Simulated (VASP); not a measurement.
# Au (Fm-3m) in VASP: a series of runs, part 2 of 2

VASP 6.6.1.

## Step 4: Single point, BLYP+D4

This run uses another cell than the first one, of 16.52 Å³/atom, 0.980 times its volume.

INCAR

```
SYSTEM = Au
  PREC = Accurate
  ENCUT = 500
  EDIFF = 1E-6
  ISMEAR = -1
  SIGMA = 0.05
  LREAL = .False.
  LASPH = .True.
  NELM = 120
  ALGO = Normal
  ISIF = 2
  LWAVE = .False.
  LCHARG = .False.
  GGA = B5
  ALDAX = 1.0
  AGGAX = 1.0
  AGGAC = 1.0
  ALDAC = 0.0
  IVDW = 13
  VDW_S6 = 1.0
  VDW_S8 = 2.34076671
  VDW_A1 = 0.44488865
  VDW_A2 = 4.0933009
  NBANDS = 16
  GGA_COMPAT = .False.
```

KPOINTS

```
regular mesh
0
Gamma
  11 11 11
  0 0 0
```

POSCAR

```
Au
1.0
    0.0000000000      2.0213418704      2.0213418704
    2.0213418704      0.0000000000      2.0213418704
    2.0213418704      2.0213418704      0.0000000000
Au
1
Direct
    0.0000000000      0.0000000000      0.0000000000
```

Potentials or basis: VASP PAW PBE potentials, release 64 (Au_sv_GW).

Run with:

```sh
cat potpaw_PBE.64/Au_sv_GW/POTCAR > POTCAR
mpirun -np 1 vasp_std > vasp.out
```

OUTCAR:

```text
SYSTEM = Au
   PREC = Accurate
   ENCUT = 500
   EDIFF = 1E-6
   ISMEAR = -1
   LREAL = .False.
   LASPH = .True.
   NELM = 120
   ISIF = 2
   GGA = B5
   IVDW = 13

 ion  position               nearest neighbor table
   1  0.000  0.000  0.000-

  LATTYP: Found a face centered cubic cell.
 ALAT       =     4.0426837408

  Lattice vectors:

 A1 = (   0.0000000000,   2.0213418704,   2.0213418704)
 A2 = (   2.0213418704,   0.0000000000,   2.0213418704)
 A3 = (   2.0213418704,   2.0213418704,   0.0000000000)

Analysis of symmetry for initial positions (statically):
=====================================================================
 Subroutine PRICEL returns:
 Original cell was already a primitive cell.

 Routine SETGRP: Setting up the symmetry group for a
 face centered cubic supercell.

 Subroutine GETGRP returns: Found 48 space group operations
[... 9 lines left out ...]

 Routine SETGRP: Setting up the symmetry group for a
 face centered cubic supercell.

 Subroutine GETGRP returns: Found 48 space group operations
[... 11 lines left out ...]
                                     Primitive cell

  volume of cell :      16.5177

[... 130 lines left out ...]
  free energy    TOTEN  =        -1.70618723 eV

  energy without entropy =       -1.70532902  energy(sigma->0) =       -1.70575813

 E-fermi :  10.0162     XC(G=0): -12.8671

 val. band max:        9.8422563942   @ k =   0.4545   0.3636   0.0000
 cond. band min:      10.1484033471   @ k =  -0.4545   0.0909   0.0000
 fundamental gap:      0.3061469529
 Fermi energy:        10.0161764629

 k-point     1 :       0.0000    0.0000    0.0000
  band No.  band energies     occupation
      1     -95.3600      2.00000
      2     -46.8729      2.00000
      3     -46.8729      2.00000
      4     -46.8729      2.00000
      5      -0.1571      2.00000
      6       4.9693      2.00000
[... 433 lines left out ...]
      3     -46.9341      2.00000
      4     -46.8926      2.00000
      5       2.4622      2.00000
      6       4.3583      2.00000
[... 8 lines left out ...]
     15      32.2623      0.00000
     16      34.8597      0.00000

 [... further k-points ...]

------------------------ aborting loop because EDIFF is reached ----------------------------------------

  DFT-D4 for vdW energy calculation

  Edisp (eV):   -1.34622

  FORCE on cell =-STRESS in cart. coord.  units (eV):
  Direction    XX          YY          ZZ          XY          YZ          ZX
  --------------------------------------------------------------------------------------
  -------------------------------------------------------------------------------------
  Total       1.38391     1.38391     1.38391    -0.00000     0.00000    -0.00000
  in kB     134.23614   134.23614   134.23614    -0.00000     0.00000    -0.00000
  external pressure =      134.24 kB  Pullay stress =        0.00 kB

 VOLUME and BASIS-vectors are now :
 -----------------------------------------------------------------------------
  energy-cutoff  :      500.00
  volume of cell :       16.52
      direct lattice vectors                 reciprocal lattice vectors
     0.000000000  2.021341870  2.021341870    -0.247360433  0.247360433  0.247360433
     2.021341870  0.000000000  2.021341870     0.247360433 -0.247360433  0.247360433
     2.021341870  2.021341870  0.000000000     0.247360433  0.247360433 -0.247360433

 POSITION                                       TOTAL-FORCE (eV/Angst)
 -----------------------------------------------------------------------------------
      0.00000      0.00000      0.00000         0.000000     -0.000000     -0.000000
 -----------------------------------------------------------------------------------
    total drift:                               -0.000000      0.000000     -0.000000

  FREE ENERGIE OF THE ION-ELECTRON SYSTEM (eV)
  ---------------------------------------------------
  free  energy   TOTEN  =        -3.0524054555 eV

  energy  without entropy=       -3.0515472436  energy(sigma->0) =       -3.05197635
```

stdout:

```text
POSCAR found type information on POSCAR Au
 POSCAR found :  1 types and       1 ions
 scaLAPACK will be used
 -----------------------------------------------------------------------------
|                                                                             |
|                                                                             |
|     You enforced a specific xc type in the INCAR file but a different       |
|     I HOPE YOU KNOW WHAT YOU ARE DOING!                                     |
|                                                                             |
 -----------------------------------------------------------------------------

 LDA part: xc-table for (Slater(with rela. corr.)+VWN5), standard interpolation
 POSCAR, INCAR and KPOINTS ok, starting setup
 FFT: planning ... GRIDC
 FFT: planning ... GRID_SOFT
 FFT: planning ... GRID
 WAVECAR not read
 entering main loop
```

Run time: 11 s. Hardware: 1 thread of Intel Xeon 6975P-C (Granite Rapids), shared host; peak memory 0.15 GiB.

Results:

```yaml
Free_energy: -3.0524 eV
Pressure: 13.4 GPa
Dispersion_energy_per_atom: -1.346 eV
```

Caveat: the PAW data sets were made with another functional, which shifts forces and pressure a little; spin-orbit coupling is left out, which moves the levels of the heavy elements; pairwise dispersion overbinds metals, which lowers pressure and volume.

## Step 5: Single point, PBE

INCAR

```
SYSTEM = Au
PREC = Accurate
ENCUT = 500
EDIFF = 1E-6
ISMEAR = -1
SIGMA = 0.03
LREAL = .False.
LASPH = .True.
NELM = 120
ALGO = Normal
ISIF = 2
LWAVE = .False.
LCHARG = .True.
GGA = PE
LELF = .True.
LVHAR = .True.
NBANDS = 12
GGA_COMPAT = .False.
```

KPOINTS

```
Automatic mesh
0
Gamma
  4 4 4
  0 0 0
```

POSCAR

```
Au
1.0
    0.0000000000      2.0350000000      2.0350000000
    2.0350000000      0.0000000000      2.0350000000
    2.0350000000      2.0350000000      0.0000000000
Au
1
Direct
    0.0000000000      0.0000000000      0.0000000000
```

Potentials or basis: VASP PAW PBE potentials, release 64 (Au).

Run with:

```sh
cat potpaw_PBE.64/Au/POTCAR > POTCAR
mpirun -np 1 vasp_std > vasp.out
```

Run time: 2.3 s. Hardware: 1 thread of Intel Xeon 6975P-C (Granite Rapids), shared host; peak memory 0.13 GiB.

It converged, with:

```
Free energy : -2.9738 eV
Pressure    : 12.9 GPa
```

Levels at points of the mesh, in eV from the Fermi level:
```csv
k point,band 4,band 5,band 6,band 7,band 8,band 9
"(0.00, 0.00, 0.00)",-5.69,-4.14,-4.14,13.57,17.64,17.64
"(0.50, 0.00, 0.00)",-2.92,-2.92,-1.94,2.19,13.02,16.28
"(0.50, 0.50, 0.00)",-2.59,-2.59,0.06,4.93,9.11,9.11
```

Caveat: the k points lie up to 0.67 Å⁻¹ apart; spin-orbit coupling is left out, which moves the levels of the heavy elements.

## Step 6: Overview

```csv
task,level,potentials or basis,cell,k mesh,cutoff (eV),smearing,second run,gap on the mesh (eV),pressure (GPa)
relaxation of cell and atoms,BLYP,"VASP PAW PBE potentials, release 64 (Au)","relaxed from a = 2.878 Å, angles 60.0°, 1 atom",11 × 11 × 11,600,fermi-dirac 0.05 eV,-,none,0.1
single point,LDA,"VASP PAW LDA potentials, release 64 (Au)","a = 2.878 Å, angles 60.0°, 1 atom",11 × 11 × 11,520,fermi-dirac 0.05 eV,-,none,-2.6
single point,BLYP+D4,"VASP PAW PBE potentials, release 64 (Au_sv_GW)","a = 2.859 Å, angles 60.0°, 1 atom",11 × 11 × 11,500,fermi-dirac 0.05 eV,valence_matched,none,13.4
single point,PBE,"VASP PAW PBE potentials, release 64 (Au)","a = 2.878 Å, angles 60.0°, 1 atom",4 × 4 × 4,500,fermi-dirac 0.03 eV,-,none,12.9
```

Alike in all rows: no spin polarisation.

Caveats: some runs use coarse meshes; spin-orbit coupling is left out, which moves the levels of the heavy elements; the PAW data sets were made with another functional, which shifts forces and pressure a little (some runs); the volume moved by over 15 % at a fixed basis, so the end points are rough (some runs); the volume moved by +16 % from the deposited cell, more than functionals usually miss (some runs); pairwise dispersion overbinds metals, which lowers pressure and volume (some runs).

Absolute energies hang on the potentials; compare differences alone.
